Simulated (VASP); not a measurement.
# MgO (Pm-3m) in VASP: notebook

Runs on MgO. Level: PBEsol. Tasks: single point.

Program: VASP 6.6.1. These are calculated values, not measurements. Logs are shortened: lines on timing, memory, paths and dates and some standing lists are left out, and cuts for length are marked.

**1. The cell of the first run**

Symmetry: Pm-3m, No. 221, cubic system. Conventional cell: a = 2.561 Å, b = 2.561 Å, c = 2.561 Å, α = 90.00°, β = 90.00°, γ = 90.00°. Mg (site symmetry m-3m) has 8 O at 2.22 Å and 6 Mg at 2.56 Å within 2.9 Å. Within 2.9 Å of O (site symmetry m-3m) lie 8 Mg at 2.22 Å and 6 O at 2.56 Å.

**2. Single point, PBEsol (volume scaled by 0.920)**

File INCAR:

```
SYSTEM = MgO
PREC     = Accurate       ! precision mode
ENCUT    = 520            ! plane-wave cutoff, eV
EDIFF    = 1E-7           ! SCF threshold, eV
ISMEAR   = 0              ! smearing method
SIGMA    = 0.05           ! smearing width, eV
LREAL    = .False.        ! projectors in reciprocal space
LASPH    = .True.         ! aspherical terms in the spheres
NELM     = 60             ! most SCF steps
ALGO     = Normal         ! electronic algorithm
ISIF     = 2              ! what is computed and relaxed
LWAVE    = .False.        ! write WAVECAR
LCHARG   = .False.        ! write CHGCAR
GGA      = PS             ! functional
NBANDS   = 11             ! bands
```

File KPOINTS:

```
regular mesh
0
Gamma
  14 14 14
  0 0 0
```

File POSCAR:

```
MgO
1.0
    2.5609840580      0.0000000000      0.0000000000
    0.0000000000      2.5609840580      0.0000000000
    0.0000000000      0.0000000000      2.5609840580
Mg O
1 1
Direct
    0.0000000000      0.0000000000      0.0000000000
    0.5000000000      0.5000000000      0.5000000000
```

Potentials or basis: VASP PAW PBE potentials, release 64 (Mg, O).

The run is started by

```bash
cat potpaw_PBE.64/Mg/POTCAR potpaw_PBE.64/O/POTCAR > POTCAR
mpirun -np 1 vasp_std > vasp.out
```

OUTCAR:

```text
SYSTEM = MgO
   PREC = Accurate
   ENCUT = 520
   EDIFF = 1E-7
   ISMEAR = 0
   LREAL = .False.
   LASPH = .True.
   NELM = 60
   ISIF = 2
   GGA = PS

 ion  position               nearest neighbor table
   1  0.000  0.000  0.000-   2 2.22   2 2.22   2 2.22   2 2.22   2 2.22   2 2.22   2 2.22   2 2.22

   2  0.500  0.500  0.500-   1 2.22   1 2.22   1 2.22   1 2.22   1 2.22   1 2.22   1 2.22   1 2.22

  LATTYP: Found a simple cubic cell.
 ALAT       =     2.5609840580

  Lattice vectors:

 A1 = (   2.5609840580,   0.0000000000,   0.0000000000)
 A2 = (   0.0000000000,   2.5609840580,   0.0000000000)
 A3 = (   0.0000000000,   0.0000000000,   2.5609840580)

Analysis of symmetry for initial positions (statically):
=====================================================================
 Subroutine PRICEL returns:
 Original cell was already a primitive cell.

 Routine SETGRP: Setting up the symmetry group for a
 simple cubic supercell.

 Subroutine GETGRP returns: Found 48 space group operations
 (whereof 48 operations were pure point group operations)
 out of a pool of 48 trial point group operations.

The static configuration has the point symmetry O_h .

Analysis of symmetry for dynamics (positions and initial velocities):
=====================================================================
 Subroutine PRICEL returns:
 Original cell was already a primitive cell.

 Routine SETGRP: Setting up the symmetry group for a
 simple cubic supercell.

 Subroutine GETGRP returns: Found 48 space group operations
 (whereof 48 operations were pure point group operations)
 out of a pool of 48 trial point group operations.

The dynamic configuration has the point symmetry O_h .

 Subroutine INISYM returns: Found 48 space group operations
 (whereof 48 operations are pure point group operations),
 and found     1 'primitive' translations

----------------------------------------------------------------------------------------

                                     Primitive cell

  volume of cell :      16.7966

  direct lattice vectors                    reciprocal lattice vectors
     2.560984058  0.000000000  0.000000000     0.390474902  0.000000000  0.000000000
     0.000000000  2.560984058  0.000000000     0.000000000  0.390474902  0.000000000
     0.000000000  0.000000000  2.560984058     0.000000000  0.000000000  0.390474902

  length of vectors
     2.560984058  2.560984058  2.560984058     0.390474902  0.390474902  0.390474902

  position of ions in fractional coordinates (direct lattice)
     0.000000000  0.000000000  0.000000000
     0.500000000  0.500000000  0.500000000

  ion indices of the primitive-cell ions
   primitive index   ion index
                 1           1
                 2           2

----------------------------------------------------------------------------------------

 KPOINTS: regular mesh

Automatic generation of k-mesh.
 Grid dimensions read from file:
 generate k-points for:   14   14   14

 Generating k-lattice:

  Cartesian coordinates                     Fractional coordinates (reciprocal lattice)
     0.027891064  0.000000000  0.000000000     0.071428571  0.000000000  0.000000000
     0.000000000  0.027891064  0.000000000     0.000000000  0.071428571  0.000000000
     0.000000000  0.000000000  0.027891064     0.000000000  0.000000000  0.071428571

  Length of vectors
     0.027891064  0.027891064  0.027891064

  Shift w.r.t. Gamma in fractional coordinates (k-lattice)
     0.000000000  0.000000000  0.000000000

 Subroutine IBZKPT returns following result:
 ===========================================

 Found    120 irreducible k-points:

 Following reciprocal coordinates:
            Coordinates               Weight
  0.000000  0.000000  0.000000      1.000000
  0.071429  0.000000  0.000000      6.000000
  0.142857  0.000000  0.000000      6.000000
  0.214286  0.000000  0.000000      6.000000
  0.285714  0.000000  0.000000      6.000000
  0.357143  0.000000  0.000000      6.000000
[... 16 lines left out ...]
  0.285714  0.214286  0.000000     24.000000
  0.357143  0.214286  0.000000     24.000000
 [... further k-points ...]
   k-points           NKPTS =    120   k-points in BZ     NKDIM =    120   number of bands    NBANDS=     11
   number of dos      NEDOS =    301   number of ions     NIONS =      2
   total plane-waves  NPLWV =   8000
   dimension x,y,z NGX =    20 NGY =   20 NGZ =   20
   dimension x,y,z NGXF=    40 NGYF=   40 NGZF=   40
   ions per type =               1   1
   NGX,Y,Z   is equivalent  to a cutoff of  12.98, 12.98, 12.98 a.u.
   NGXF,Y,Z  is equivalent  to a cutoff of  25.97, 25.97, 25.97 a.u.
 SYSTEM =  MgO
   PREC   = accura    normal or accurate (medium, high low for compatibility)
   ISTART =      0    job   : 0-new  1-cont  2-samecut
   ICHARG =      2    charge: 1-file 2-atom 10-const
   ISPIN  =      1    spin polarized calculation?
   LNONCOLLINEAR =      F non collinear calculations
   LSORBIT =      F    spin-orbit coupling
   LASPH  =      T    aspherical Exc in radial PAW
   ENCUT  =  520.0 eV  38.22 Ry    6.18 a.u.   4.76  4.76  4.76*2*pi/ulx,y,z
   NELM   =     60;   NELMIN=  2; NELMDL= -5     # of ELM steps
   EDIFF  = 0.1E-06   stopping-criterion for ELM
   LREAL  =      F    real-space projection
   EDIFFG = 0.1E-05   stopping-criterion for IOM
   NSW    =      0    number of steps for IOM
   IBRION =     -1    ionic relax: 0-MD 1-quasi-New 2-CG
   NFREE  =      0    steps in history (QN), initial steepest desc. (CG)
   ISIF   =      2    stress and relaxation
   ISYM   =      2    0-nonsym 1-usesym 2-fastsym
   POTIM  = 0.5000    time-step for ionic-motion
   TEBEG  =    0.0;   TEEND  =   0.0 temperature during run
   PSTRESS=    0.0 pullay stress
   NELECT =       8.0000    total number of electrons
   NUPDOWN=      -1.0000    fix difference up-down
   EMIN   =  10.00;   EMAX   =-10.00  energy-range for DOS
   EFERMI =   0.00;   METHOD = LEGACY
   ISMEAR =     0;   SIGMA  =   0.05  broadening in eV -4-tet -1-fermi 0-gaus
   EFERMI_NEDOS =   21; number of points for ismear=-14 and -15
   IALGO  =     38    algorithm
   IMIX   =      4    mixing-type and parameters
     AMIX     =   0.40;   BMIX     =  1.00
     AMIX_MAG =   1.60;   BMIX_MAG =  1.00
  volume/ion in A,a.u.               =       8.40        56.67
  Fermi-wavevector in a.u.,A,eV,Ry     =   1.278492  2.415999 22.239285  1.634541
  Thomas-Fermi vector in A             =   2.411031
   LORBIT       =      0    0 simple, 1 ext, 2 COOP (PROOUT), +10 PAW based schemes
   GGA     = PS    functional components
   LHFCALC =     F    Hartree Fock is set to
   AEXX    =    0.0000 exact exchange contribution
   IVDW    =     0    specifies the selected vdW correction
   LEPSILON=     F    determine dielectric tensor
   LRPA    =     F    only Hartree local field effects (RPA)
 non-spin polarized calculation
 Gauss-broadening in eV      SIGMA  =   0.05
  energy-cutoff  :      520.00
  volume of cell :       16.80
 maximum number of plane-waves:       468
 NGX is ok and might be reduce to    20
   NGX =  9   NGY =  9   NGZ =  9

 number of electron       8.0000007 magnetization

 Free energy of the ion-electron system (eV)
  ---------------------------------------------------
  ext. energy  EPLUGINS =         0.00000000
  ---------------------------------------------------
  free energy    TOTEN  =       -10.96885662 eV

  energy without entropy =      -10.96885662  energy(sigma->0) =      -10.96885662

 E-fermi :   5.9301     XC(G=0): -11.9324

 val. band max:        5.7069474997   @ k =   0.5000   0.5000   0.0000
 cond. band min:       8.9808576500   @ k =   0.0000   0.0000   0.0000
 fundamental gap:      3.2739101504
 Fermi energy:         5.9301009470

 k-point     1 :       0.0000    0.0000    0.0000
  band No.  band energies     occupation
      1     -13.3643      2.00000
      2       4.5910      2.00000
      3       4.5910      2.00000
      4       4.5910      2.00000
      5       8.9809      0.00000
      6      16.1194      0.00000
      7      16.1194      0.00000
      8      27.3154      0.00000
      9      27.3154      0.00000
     10      27.3154      0.00000
     11      34.2614      0.00000

 k-point     2 :       0.0714    0.0000    0.0000
  band No.  band energies     occupation
      1     -13.3054      2.00000
      2       4.1054      2.00000
      3       4.6133      2.00000
      4       4.6133      2.00000
      5       9.3139      0.00000
      6      16.2323      0.00000
      7      16.2935      0.00000
      8      27.2065      0.00000
      9      27.2065      0.00000
     10      27.3834      0.00000
     11      33.6878      0.00000

 k-point     3 :       0.1429    0.0000    0.0000
  band No.  band energies     occupation
      1     -13.1348      2.00000
      2       2.9995      2.00000
      3       4.6765      2.00000
      4       4.6765      2.00000
      5      10.0234      0.00000
      6      16.5702      0.00000
      7      16.6900      0.00000
      8      26.8789      0.00000
      9      26.8789      0.00000
     10      27.6851      0.00000
     11      32.6106      0.00000

 k-point     4 :       0.2143    0.0000    0.0000
  band No.  band energies     occupation
      1     -12.8728      2.00000
      2       1.7178      2.00000
      3       4.7698      2.00000
      4       4.7698      2.00000
      5      10.8157      0.00000
      6      17.0137      0.00000
      7      17.1296      0.00000
      8      26.3559      0.00000
      9      26.3559      0.00000
     10      28.4424      0.00000
     11      30.4912      0.00000
[... 239 lines left out ...]
 k-point    22 :       0.2143    0.2143    0.0000
  band No.  band energies     occupation
      1     -12.4221      2.00000
      2       1.7780      2.00000
      3       2.6081      2.00000
      4       4.9695      2.00000
      5      12.3489      0.00000
      6      16.7842      0.00000
      7      17.8437      0.00000
      8      24.8794      0.00000
      9      26.1980      0.00000
     10      27.3502      0.00000
     11      29.0938      0.00000

 k-point    23 :       0.2857    0.2143    0.0000
  band No.  band energies     occupation
      1     -12.1337      2.00000
      2       0.9427      2.00000
      3       2.5742      2.00000
      4       5.0885      2.00000
      5      13.0054      0.00000
      6      16.3474      0.00000
      7      18.1218      0.00000
      8      24.4881      0.00000
      9      25.8786      0.00000
     10      27.0423      0.00000
     11      28.4344      0.00000

 k-point    24 :       0.3571    0.2143    0.0000
  band No.  band energies     occupation
      1     -11.8496      2.00000
      2       0.0536      2.00000
      3       2.7790      2.00000
      4       5.1990      2.00000
      5      13.5904      0.00000
      6      15.8007      0.00000
      7      18.3516      0.00000
      8      23.8563      0.00000
      9      25.4231      0.00000
     10      27.4937      0.00000
     11      28.1600      0.00000

 [... further k-points ...]
[... 5 lines left out ...]
  --------------------------------------------------------------------------------------
  -------------------------------------------------------------------------------------
  Total        1.4822597      1.4822597      1.4822597     -0.0000000     -0.0000000     -0.0000000
  in kB      141.3885571    141.3885571    141.3885571     -0.0000000     -0.0000000     -0.0000000
  external PRESSURE =     141.3885571 kB  Pullay stress =       0.0000000 kB

 VOLUME and BASIS-vectors are now :
 -----------------------------------------------------------------------------
  energy-cutoff  :      520.00
  volume of cell :       16.80
      direct lattice vectors                 reciprocal lattice vectors
     2.560984058  0.000000000  0.000000000     0.390474902  0.000000000  0.000000000
     0.000000000  2.560984058  0.000000000     0.000000000  0.390474902  0.000000000
     0.000000000  0.000000000  2.560984058     0.000000000  0.000000000  0.390474902

 POSITION                                       TOTAL-FORCE (eV/Angst)
 -----------------------------------------------------------------------------------
      0.00000      0.00000      0.00000         0.000000      0.000000      0.000000
      1.28049      1.28049      1.28049         0.000000      0.000000      0.000000
 -----------------------------------------------------------------------------------
    total drift:                                0.000000      0.000000      0.000000

  FREE ENERGIE OF THE ION-ELECTRON SYSTEM (eV)
  ---------------------------------------------------
  free  energy   TOTEN  =       -10.9688566220 eV

  energy  without entropy=      -10.9688566220  energy(sigma->0) =      -10.96885662
```

Run time: 12 s. Hardware: 1 thread of Intel Xeon Platinum 8488C (Sapphire Rapids), shared host; peak memory 0.14 GiB.

Results:

| Item | Value |
| --- | --- |
| Free energy | -10.9689 eV |
| Pressure | 14.1 GPa |
| Band gap on the k mesh | 3.27 eV, indirect (least direct gap 4.39 eV) |

Caveat: the PAW data sets were made with another functional, which shifts forces and pressure a little. A k mesh can miss the band edges.

[end of part 1 of 2]
